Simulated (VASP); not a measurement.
# SnO (Pm) in VASP: single point with PBEsol

Aim: the single point of SnO with PBEsol.

All numbers are computed with VASP 6.6.1; they aren't measurements. Logs are shortened: lines on timing, memory, paths and dates and some standing lists are left out, and cuts for length are marked.

## Step 1: The cell of the first run

It takes space group Pm (No. 6, monoclinic). The conventional cell has a = 4.222 Å, b = 3.355 Å, c = 5.674 Å, α = 90.00°, β = 90.00°, γ = 90.00°. Sn (site symmetry m) has 3 O at 2.05 to 2.26 Å within 2.7 Å. Sn (site symmetry m) has 3 O at 2.15 to 2.16 Å within 2.8 Å. O (site symmetry m) has 3 Sn at 2.16 to 2.26 Å and 4 O at 2.97 Å within 3.0 Å. Within 2.7 Å of O (site symmetry m) lie 3 Sn at 2.05 to 2.15 Å.

## Step 2: Single point, PBEsol (atom 1 (Sn) moved by (+0.000, -0.225) A along [1 1 0] and z)

The input, INCAR:

```
SYSTEM = SnO
PREC = Accurate
ENCUT = 520
EDIFF = 1E-6
ISMEAR = 0
SIGMA = 0.05
LREAL = .FALSE.
LASPH = .TRUE.
NELM = 100
ALGO = Normal
ISIF = 2
LWAVE = .FALSE.
LCHARG = .FALSE.
GGA = PS
NBANDS = 28
```

The input, KPOINTS:

```
regular mesh
0
G
  8 6 6
  0 0 0
```

The input, POSCAR:

```
SnO
1.0
    3.3550050000      0.0000000000      0.0000000000
    0.0000000000      5.6741040000      0.0000000000
    0.0000000000      0.0000000000      4.2219700000
Sn O
2 2
Direct
    0.0000000000      0.2319090000      0.4598513428
    0.5000000000      0.7680910000      0.0131440000
    0.0000000000      0.8912500000      0.7368570000
    0.5000000000      0.1087500000      0.2368570000
```

Potentials or basis: VASP PAW PBE potentials, release 64 (Sn_d, O).

On the command line:

```
$ cat potpaw_PBE.64/Sn_d/POTCAR potpaw_PBE.64/O/POTCAR > POTCAR
$ mpirun -np 1 vasp_std > vasp.out
```

OUTCAR:

```text
SYSTEM = SnO
   PREC = Accurate
   ENCUT = 520
   EDIFF = 1E-6
   ISMEAR = 0
   LREAL = .FALSE.
   LASPH = .TRUE.
   NELM = 100
   ISIF = 2
   GGA = PS

 ion  position               nearest neighbor table
   1  0.000  0.232  0.460-   4 2.05   4 2.05   3 2.26   2 3.65   2 3.65
   2  0.500  0.768  0.013-   4 2.15   3 2.16   3 2.16   1 3.65   1 3.65
   3  0.000  0.891  0.737-   2 2.16   2 2.16   1 2.26
   4  0.500  0.109  0.237-   1 2.05   1 2.05   2 2.15

  LATTYP: Found a simple orthorhombic cell.
 ALAT       =     3.3550050000
 B/A-ratio  =     1.2584094510
 C/A-ratio  =     1.6912356315

  Lattice vectors:

 A1 = (  -3.3550050000,   0.0000000000,   0.0000000000)
 A2 = (   0.0000000000,   0.0000000000,   4.2219700000)
 A3 = (   0.0000000000,   5.6741040000,   0.0000000000)

Analysis of symmetry for initial positions (statically):
=====================================================================
 Subroutine PRICEL returns:
 Original cell was already a primitive cell.

 Routine SETGRP: Setting up the symmetry group for a
 simple orthorhombic supercell.

 Subroutine GETGRP returns: Found  2 space group operations
 (whereof  2 operations were pure point group operations)
 out of a pool of  8 trial point group operations.

The static configuration has the point symmetry C_1h.

Analysis of symmetry for dynamics (positions and initial velocities):
=====================================================================
 Subroutine PRICEL returns:
 Original cell was already a primitive cell.

 Routine SETGRP: Setting up the symmetry group for a
 simple orthorhombic supercell.

 Subroutine GETGRP returns: Found  2 space group operations
 (whereof  2 operations were pure point group operations)
 out of a pool of  8 trial point group operations.

The dynamic configuration has the point symmetry C_1h.

 Subroutine INISYM returns: Found  2 space group operations
 (whereof  2 operations are pure point group operations),
 and found     1 'primitive' translations

----------------------------------------------------------------------------------------

                                     Primitive cell

  volume of cell :      80.3722

  direct lattice vectors                    reciprocal lattice vectors
     3.355005000  0.000000000  0.000000000     0.298062149  0.000000000  0.000000000
[... 88 lines left out ...]
   ENCUT  =  520.0 eV  38.22 Ry    6.18 a.u.   6.24 10.55  7.85*2*pi/ulx,y,z
   NELM   =    100;   NELMIN=  2; NELMDL= -5     # of ELM steps
   EDIFF  = 0.1E-05   stopping-criterion for ELM
   LREAL  =      F    real-space projection
   EDIFFG = 0.1E-04   stopping-criterion for IOM
   NSW    =      0    number of steps for IOM
   IBRION =     -1    ionic relax: 0-MD 1-quasi-New 2-CG
   NFREE  =      0    steps in history (QN), initial steepest desc. (CG)
   ISIF   =      2    stress and relaxation
   ISYM   =      2    0-nonsym 1-usesym 2-fastsym
   POTIM  = 0.5000    time-step for ionic-motion
   TEBEG  =    0.0;   TEEND  =   0.0 temperature during run
   PSTRESS=    0.0 pullay stress
   NELECT =      40.0000    total number of electrons
   NUPDOWN=      -1.0000    fix difference up-down
   EMIN   =  10.00;   EMAX   =-10.00  energy-range for DOS
   EFERMI =   0.00;   METHOD = LEGACY
   ISMEAR =     0;   SIGMA  =   0.05  broadening in eV -4-tet -1-fermi 0-gaus
   EFERMI_NEDOS =   21; number of points for ismear=-14 and -15
   IALGO  =     38    algorithm
   IMIX   =      4    mixing-type and parameters
     AMIX     =   0.40;   BMIX     =  1.00
     AMIX_MAG =   1.60;   BMIX_MAG =  1.00
  volume/ion in A,a.u.               =      20.09       135.59
  Fermi-wavevector in a.u.,A,eV,Ry     =   1.297357  2.451650 22.900458  1.683136
  Thomas-Fermi vector in A             =   2.428755
   LORBIT       =      0    0 simple, 1 ext, 2 COOP (PROOUT), +10 PAW based schemes
   GGA     = PS    functional components
   LHFCALC =     F    Hartree Fock is set to
   AEXX    =    0.0000 exact exchange contribution
   IVDW    =     0    specifies the selected vdW correction
   LEPSILON=     F    determine dielectric tensor
   LRPA    =     F    only Hartree local field effects (RPA)
 non-spin polarized calculation
 Gauss-broadening in eV      SIGMA  =   0.05
  energy-cutoff  :      520.00
  volume of cell :       80.37
 maximum number of plane-waves:      2178
 NGX is ok and might be reduce to    28
   NGX = 13   NGY = 21   NGZ = 15

 number of electron      39.9999996 magnetization

 Free energy of the ion-electron system (eV)
  ---------------------------------------------------
  ext. energy  EPLUGINS =         0.00000000
  ---------------------------------------------------
  free energy    TOTEN  =       -23.62443948 eV

  energy without entropy =      -23.62443948  energy(sigma->0) =      -23.62443948

 E-fermi :   5.1848     XC(G=0):  -9.7418

 val. band max:        4.9055789437   @ k =   0.0000   0.0000   0.0000
 cond. band min:       6.1975247303   @ k =   0.3750   0.5000   0.0000
 fundamental gap:      1.2919457865
 Fermi energy:         5.1848387813

 k-point     1 :       0.0000    0.0000    0.0000
  band No.  band energies     occupation
      1     -16.5698      2.00000
      2     -16.1128      2.00000
      3     -15.9938      2.00000
      4     -15.9716      2.00000
      5     -15.9201      2.00000
      6     -15.9029      2.00000
[... 733 lines left out ...]
     27      13.5778      0.00000
     28      14.6066      0.00000

 [... further k-points ...]

------------------------ aborting loop because EDIFF is reached ----------------------------------------

  FORCE on cell =-STRESS in cart. coord.  units (eV):
  Direction    XX          YY          ZZ          XY          YZ          ZX
  --------------------------------------------------------------------------------------
  -------------------------------------------------------------------------------------
  Total        0.6195699     -0.6734635     -0.3385799      0.0000000      2.0072436      0.0000000
  in kB       12.3508053    -13.4251459     -6.7494149      0.0000000     40.0133634      0.0000000
  external PRESSURE =      -2.6079185 kB  Pullay stress =       0.0000000 kB

 VOLUME and BASIS-vectors are now :
 -----------------------------------------------------------------------------
  energy-cutoff  :      520.00
  volume of cell :       80.37
      direct lattice vectors                 reciprocal lattice vectors
     3.355005000  0.000000000  0.000000000     0.298062149  0.000000000  0.000000000
     0.000000000  5.674104000  0.000000000     0.000000000  0.176239279  0.000000000
     0.000000000  0.000000000  4.221970000     0.000000000  0.000000000  0.236856254

 POSITION                                       TOTAL-FORCE (eV/Angst)
 -----------------------------------------------------------------------------------
      0.00000      1.31588      1.94148         0.000000      0.451205      1.644323
      1.67750      4.35823      0.05549         0.000000      0.130487     -0.530057
      0.00000      5.05705      3.11099         0.000000      0.399409     -0.055550
      1.67750      0.61706      1.00000         0.000000     -0.981101     -1.058716
 -----------------------------------------------------------------------------------
    total drift:                                0.000000      0.000181     -0.000197

  FREE ENERGIE OF THE ION-ELECTRON SYSTEM (eV)
  ---------------------------------------------------
  free  energy   TOTEN  =       -23.6244394836 eV

  energy  without entropy=      -23.6244394836  energy(sigma->0) =      -23.62443948
```

OSZICAR:

```text
N       E                     dE             d eps       ncg     rms          rms(c)
DAV:   1     0.435579265851E+03    0.43558E+03   -0.20280E+04  5772   0.209E+03
DAV:   2     0.422890980825E+02   -0.39329E+03   -0.37755E+03  5880   0.541E+02
DAV:   3    -0.237622028795E+02   -0.66051E+02   -0.64956E+02  6404   0.188E+02
DAV:   4    -0.270944087389E+02   -0.33322E+01   -0.33146E+01  6604   0.457E+01
DAV:   5    -0.271757121159E+02   -0.81303E-01   -0.81290E-01  6188   0.768E+00    0.112E+01
DAV:   6    -0.237444040064E+02    0.34313E+01   -0.15720E+01  9044   0.464E+01    0.524E+00
DAV:   7    -0.236710906005E+02    0.73313E-01   -0.20478E+00  6604   0.893E+00    0.256E+00
DAV:   8    -0.236350250543E+02    0.36066E-01   -0.30141E-01  7828   0.386E+00    0.859E-01
DAV:   9    -0.236235691179E+02    0.11456E-01   -0.32521E-02  8352   0.209E+00    0.250E-01
DAV:  10    -0.236242394173E+02   -0.67030E-03   -0.70778E-03  6100   0.528E-01    0.147E-01
DAV:  11    -0.236245250468E+02   -0.28563E-03   -0.90265E-04  7384   0.332E-01    0.624E-02
DAV:  12    -0.236244377418E+02    0.87305E-04   -0.24863E-04  8932   0.162E-01    0.186E-02
DAV:  13    -0.236244399364E+02   -0.21946E-05   -0.86688E-05  7024   0.673E-02    0.894E-03
DAV:  14    -0.236244394836E+02    0.45280E-06   -0.51354E-06  6760   0.194E-02
   1 F= -.23624439E+02 E0= -.23624439E+02  d E =-.306635E-17
```

stdout:

```text
POSCAR found type information on POSCAR SnO
 POSCAR found :  2 types and       4 ions
 scaLAPACK will be used
 -----------------------------------------------------------------------------
|                                                                             |
|                                                                             |
|     You enforced a specific xc type in the INCAR file but a different       |
|     I HOPE YOU KNOW WHAT YOU ARE DOING!                                     |
|                                                                             |
 -----------------------------------------------------------------------------

 LDA part: xc-table for (Slater+PW92), standard interpolation
 POSCAR, INCAR and KPOINTS ok, starting setup
 FFT: planning ... GRIDC
 FFT: planning ... GRID_SOFT
 FFT: planning ... GRID
 WAVECAR not read
 entering main loop
```

It took 4.6 min on 1 thread of Oxide Virtual Turin-like, shared host; peak memory 0.28 GiB.

What came out:

- Free energy: -23.6244 eV
- Pressure: -0.3 GPa
- Largest force: 1.705 eV/Å
- Band gap on the k mesh: 1.29 eV (least direct gap 2.00 eV)

Forces on the atoms (eV/Å):
```
Sn   0.000  0.451  1.644
Sn   0.000  0.130 -0.530
O    0.000  0.399 -0.056
O    0.000 -0.981 -1.059
```

Caveat: the cell differs from its parent crystal (atom 1 (Sn) moved by (+0.000, -0.225) A along [1 1 0] and z); the PAW data sets were made with another functional, which shifts forces and pressure a little; spin-orbit coupling is left out, which moves the levels of the heavy elements.
